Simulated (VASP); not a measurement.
# Pb (P6_3/mmc) in VASP: further runs

Runs on Pb. Level: LDA. Tasks: relaxation of cell and atoms, single point.

Program: VASP 6.6.1. These are calculated values, not measurements. Logs are shortened: lines on timing, memory, paths and dates and some standing lists are left out, and cuts for length are marked.

**1. The cell of the first run**

It takes space group P6_3/mmc (No. 194, hexagonal). The conventional cell has a = 2.886 Å, b = 2.886 Å, c = 4.777 Å, α = 90.00°, β = 90.00°, γ = 120.00°. Pb (site symmetry -6m2) has 12 Pb at 2.89 to 2.91 Å within 3.8 Å.

**2. Relaxation of cell and atoms, LDA, target pressure 97 GPa, at which the enthalpy is minimised**

Contents of INCAR:

```
SYSTEM = Pb
ALGO = Normal
EDIFF = 1E-6
EDIFFG = -0.005
ENCUT = 600
IBRION = 2
ISIF = 3
ISMEAR = -1
LASPH = .True.
LCHARG = .False.
LREAL = .False.
LWAVE = .False.
NELM = 100
NSW = 32
PREC = Accurate
PSTRESS = 970.0
SIGMA = 0.05
```

Contents of KPOINTS:

```
k-points
0
Gamma
  15 15 8
  0 0 0
```

Contents of POSCAR:

```
Pb
1.0
    2.8861176731      0.0000000000      0.0000000000
   -1.4430588365      2.4994512232      0.0000000000
    0.0000000000      0.0000000000      4.7765760126
Pb
2
Direct
    0.3333333333      0.6666666667      0.2500000000
    0.6666666667      0.3333333333      0.7500000000
```

Potentials or basis: VASP PAW LDA potentials, release 64 (Pb_d).

Launch:

```console
$ cat potpaw_LDA.64/Pb_d/POTCAR > POTCAR
$ mpirun -np 1 vasp_std > vasp.out
```

OUTCAR:

```text
SYSTEM = Pb
   EDIFF = 1E-6
   EDIFFG = -0.005
   ENCUT = 600
   IBRION = 2
   ISIF = 3
   ISMEAR = -1
   LASPH = .True.
   LREAL = .False.
   NELM = 100
   NSW = 32
   PREC = Accurate
   PSTRESS = 970.0

 ion  position               nearest neighbor table
   1  0.333  0.667  0.250-   2 2.91   2 2.91   2 2.91   2 2.91   2 2.91   2 2.91   2 4.10   2 4.10
                             2 4.10   2 4.10   2 4.10   2 4.10
   2  0.667  0.333  0.750-   1 2.91   1 2.91   1 2.91   1 2.91   1 2.91   1 2.91   1 4.10   1 4.10
                             1 4.10   1 4.10   1 4.10   1 4.10

  LATTYP: Found a hexagonal cell.
 ALAT       =     2.8861176731
 C/A-ratio  =     1.6550177621

  Lattice vectors:

 A1 = (   2.8861176731,   0.0000000000,   0.0000000000)
 A2 = (  -1.4430588365,   2.4994512232,   0.0000000000)
 A3 = (   0.0000000000,   0.0000000000,   4.7765760126)

Analysis of symmetry for initial positions (statically):
=====================================================================
 Subroutine PRICEL returns:
 Original cell was already a primitive cell.

 Routine SETGRP: Setting up the symmetry group for a
 hexagonal supercell.

 Subroutine GETGRP returns: Found 24 space group operations
 (whereof 12 operations were pure point group operations)
 out of a pool of 24 trial point group operations.

The static configuration has the point symmetry D_3d.
 The point group associated with its full space group is D_6h.

Analysis of symmetry for dynamics (positions and initial velocities):
=====================================================================
 Subroutine PRICEL returns:
 Original cell was already a primitive cell.

 Routine SETGRP: Setting up the symmetry group for a
 hexagonal supercell.

 Subroutine GETGRP returns: Found 24 space group operations
 (whereof 12 operations were pure point group operations)
 out of a pool of 24 trial point group operations.

The dynamic configuration has the point symmetry D_3d.
 The point group associated with its full space group is D_6h.

 Subroutine INISYM returns: Found 24 space group operations
 (whereof 12 operations are pure point group operations),
 and found     1 'primitive' translations

----------------------------------------------------------------------------------------

                                     Primitive cell

  volume of cell :      34.4568

  direct lattice vectors                    reciprocal lattice vectors
     2.886117673  0.000000000  0.000000000     0.346486219  0.200043912  0.000000000
    -1.443058837  2.499451223  0.000000000     0.000000000  0.400087824  0.000000000
     0.000000000  0.000000000  4.776576013     0.000000000  0.000000000  0.209354985

  length of vectors
     2.886117673  2.886117673  4.776576013     0.400087824  0.400087824  0.209354985

  position of ions in fractional coordinates (direct lattice)
     0.333333333  0.666666667  0.250000000
     0.666666667  0.333333333  0.750000000

  ion indices of the primitive-cell ions
   primitive index   ion index
                 1           1
                 2           2

----------------------------------------------------------------------------------------

 KPOINTS: k-points

Automatic generation of k-mesh.
 Grid dimensions read from file:
 generate k-points for:   15   15    8

 Generating k-lattice:

  Cartesian coordinates                     Fractional coordinates (reciprocal lattice)
     0.023099081  0.013336261  0.000000000     0.066666667  0.000000000  0.000000000
     0.000000000  0.026672522  0.000000000     0.000000000  0.066666667  0.000000000
     0.000000000  0.000000000  0.026169373     0.000000000  0.000000000  0.125000000

  Length of vectors
     0.026672522  0.026672522  0.026169373

  Shift w.r.t. Gamma in fractional coordinates (k-lattice)
     0.000000000  0.000000000  0.000000000

 Subroutine IBZKPT returns following result:
 ===========================================

 Found    135 irreducible k-points:

 Following reciprocal coordinates:
            Coordinates               Weight
  0.000000  0.000000  0.000000      1.000000
  0.066667 -0.000000  0.000000      6.000000
  0.133333  0.000000  0.000000      6.000000
  0.200000 -0.000000  0.000000      6.000000
  0.266667  0.000000  0.000000      6.000000
  0.333333 -0.000000  0.000000      6.000000
[... 16 lines left out ...]
  0.333333  0.200000  0.000000     12.000000
  0.400000  0.200000  0.000000      6.000000
 [... further k-points ...]
   k-points           NKPTS =    135   k-points in BZ     NKDIM =    135   number of bands    NBANDS=     18
   number of dos      NEDOS =    301   number of ions     NIONS =      2
   total plane-waves  NPLWV =  23040
   dimension x,y,z NGX =    24 NGY =   24 NGZ =   40
   dimension x,y,z NGXF=    48 NGYF=   48 NGZF=   80
   ions per type =               2
   NGX,Y,Z   is equivalent  to a cutoff of  13.82, 13.82, 13.92 a.u.
   NGXF,Y,Z  is equivalent  to a cutoff of  27.65, 27.65, 27.84 a.u.
 SYSTEM =  Pb
   PREC   = accura    normal or accurate (medium, high low for compatibility)
   ISTART =      0    job   : 0-new  1-cont  2-samecut
   ICHARG =      2    charge: 1-file 2-atom 10-const
   ISPIN  =      1    spin polarized calculation?
   LNONCOLLINEAR =      F non collinear calculations
   LSORBIT =      F    spin-orbit coupling
   LASPH  =      T    aspherical Exc in radial PAW
   ENCUT  =  600.0 eV  44.10 Ry    6.64 a.u.   5.76  5.76  9.54*2*pi/ulx,y,z
   NELM   =    100;   NELMIN=  2; NELMDL= -5     # of ELM steps
   EDIFF  = 0.1E-05   stopping-criterion for ELM
   LREAL  =      F    real-space projection
   EDIFFG = -.5E-02   stopping-criterion for IOM
   NSW    =     32    number of steps for IOM
   IBRION =      2    ionic relax: 0-MD 1-quasi-New 2-CG
   NFREE  =      1    steps in history (QN), initial steepest desc. (CG)
   ISIF   =      3    stress and relaxation
   ISYM   =      2    0-nonsym 1-usesym 2-fastsym
   POTIM  = 0.5000    time-step for ionic-motion
   TEBEG  =    0.0;   TEEND  =   0.0 temperature during run
   PSTRESS=  970.0 pullay stress
   NELECT =      28.0000    total number of electrons
   NUPDOWN=      -1.0000    fix difference up-down
   EMIN   =  10.00;   EMAX   =-10.00  energy-range for DOS
   EFERMI =   0.00;   METHOD = LEGACY
   ISMEAR =    -1;   SIGMA  =   0.05  broadening in eV -4-tet -1-fermi 0-gaus
   EFERMI_NEDOS =   21; number of points for ismear=-14 and -15
   IALGO  =     38    algorithm
   IMIX   =      4    mixing-type and parameters
     AMIX     =   0.40;   BMIX     =  1.00
     AMIX_MAG =   1.60;   BMIX_MAG =  1.00
  volume/ion in A,a.u.               =      17.23       116.26
  Fermi-wavevector in a.u.,A,eV,Ry     =   1.527692  2.886919 31.753846  2.333842
  Thomas-Fermi vector in A             =   2.635553
   LORBIT       =      0    0 simple, 1 ext, 2 COOP (PROOUT), +10 PAW based schemes
   GGA     = CA    functional components
   LHFCALC =     F    Hartree Fock is set to
   AEXX    =    0.0000 exact exchange contribution
   IVDW    =     0    specifies the selected vdW correction
   LEPSILON=     F    determine dielectric tensor
   LRPA    =     F    only Hartree local field effects (RPA)
 conjugate gradient relaxation of ions
 non-spin polarized calculation
  energy-cutoff  :      600.00
  volume of cell :       34.46
 maximum number of plane-waves:      1172
 NGX is ok and might be reduce to    24
   NGX = 11   NGY = 11   NGZ = 19

--------------------------------------- Ionic step        1  -------------------------------------------

 number of electron      28.0000009 magnetization

 Free energy of the ion-electron system (eV)
  ---------------------------------------------------
  ext. energy  EPLUGINS =         0.00000000
  ---------------------------------------------------
  free energy    TOTEN  =        -4.19305694 eV

  energy without entropy =       -4.18738500  energy(sigma->0) =       -4.19022097

------------------------ aborting loop because EDIFF is reached ----------------------------------------

  FORCE on cell =-STRESS in cart. coord.  units (eV):
  Direction    XX          YY          ZZ          XY          YZ          ZX
  --------------------------------------------------------------------------------------
  -------------------------------------------------------------------------------------
  Total       21.0659108     21.0659108     21.0661627      0.0000000     -0.0000000      0.0000000
  in kB      979.5247853    979.5247853    979.5364966      0.0000000     -0.0000000      0.0000000
  external PRESSURE =       9.5286891 kB  Pullay stress =     970.0000000 kB
[... 289 lines left out ...]
  enthalpy is  TOTEN    =        16.6677682007 eV   P V=       20.9087343542

--------------------------------------- Ionic step        9  -------------------------------------------

 number of electron      28.0000009 magnetization

 Free energy of the ion-electron system (eV)
  ---------------------------------------------------
  ext. energy  EPLUGINS =         0.00000000
  ---------------------------------------------------
  free energy    TOTEN  =        -4.24158060 eV

  energy without entropy =       -4.23591739  energy(sigma->0) =       -4.23874899

 E-fermi :  15.8103     XC(G=0): -13.4480

 val. band max:       15.8010205985   @ k =   0.3333   0.2667   0.0000
 cond. band min:      15.8808240855   @ k =   0.2667   0.0000   0.2500
 fundamental gap:      0.0798034870
 Fermi energy:        15.8102986957

 k-point     1 :       0.0000    0.0000    0.0000
  band No.  band energies     occupation
      1      -3.3980      2.00000
      2      -2.8169      2.00000
      3      -2.7124      2.00000
      4      -2.7124      2.00000
      5      -2.5932      2.00000
      6      -2.5932      2.00000
[... 10 lines left out ...]
     17      25.6558      0.00000
     18      26.2456      0.00000
[... 466 lines left out ...]
      2      -3.2010      2.00000
      3      -2.8323      2.00000
      4      -2.6740      2.00000
      5      -2.4294      2.00000
      6      -2.2450      2.00000
[... 10 lines left out ...]
     17      18.0633      0.00000
     18      19.9312      0.00000

 [... further k-points ...]

------------------------ aborting loop because EDIFF is reached ----------------------------------------

  FORCE on cell =-STRESS in cart. coord.  units (eV):
  Direction    XX          YY          ZZ          XY          YZ          ZX
  --------------------------------------------------------------------------------------
  -------------------------------------------------------------------------------------
  Total       20.9116912     20.9116912     20.9146086      0.0000000     -0.0000000      0.0000000
  in kB      970.1086624    970.1086624    970.2440029      0.0000000     -0.0000000      0.0000000
  external PRESSURE =       0.1537759 kB  Pullay stress =     970.0000000 kB
[... 17 lines left out ...]
  FREE ENERGIE OF THE ION-ELECTRON SYSTEM (eV)
  ---------------------------------------------------
  free  energy   TOTEN  =        -4.2415806032 eV

  energy  without entropy=       -4.2359173860  energy(sigma->0) =       -4.23874899

  enthalpy is  TOTEN    =        16.6677682728 eV   P V=       20.9093488760

 reached required accuracy - stopping structural energy minimisation
```

It took 7.5 min on 1 thread of AMD EPYC 7R13, shared host; peak memory 0.18 GiB.

What came out:

| Property | Result |
| --- | --- |
| Free energy | -4.2416 eV |
| Relaxed volume | 17.27 Å³/atom |
| Relaxed cell | a = 2.888 Å, b = 2.888 Å, c = 4.780 Å, α = 90.00°, β = 90.00°, γ = 120.00° |
| Space group after relaxing (to 0.05 Å) | P6_3/mmc (No. 194) |
| Energy change on relaxing (the enthalpy is what falls) | -24.3 meV/atom |
| Ionic steps | 9 |
| Pressure after relaxing | 97.0 GPa |
| Band gap on the k mesh | zero (band 14 reaches 24.66 eV, above the bottom of band 15 at 11.84 eV) |

The path:
```csv
step,energy change (eV),largest force (eV/Å),pressure (GPa),volume (Å³)
1,0.0000,0.0000,97.95,34.46
2,-0.3039,0.0000,91.70,34.97
3,-0.0478,0.0000,97.05,34.54
4,-0.0503,0.0000,96.96,34.54
5,-0.0491,0.0000,96.92,34.54
6,-0.0280,0.0000,97.35,34.50
7,-0.0469,0.0000,97.06,34.53
8,-0.0479,0.0000,97.05,34.54
9,-0.0485,0.0000,97.02,34.54
```

Final structure:
```
CELL_PARAMETERS angstrom
2.88834 0.00000 0.00000
-1.44417 2.50138 0.00000
0.00000 0.00000 4.78027
ATOMIC_POSITIONS crystal
Pb 0.33333 0.66667 0.25000
Pb 0.66667 0.33333 0.75000
```

Caveat: the cell is relaxed towards a set pressure, so the enthalpy falls and the energy may rise; spin-orbit coupling is left out, which moves the levels of the heavy elements.

[end of part 1 of 2]
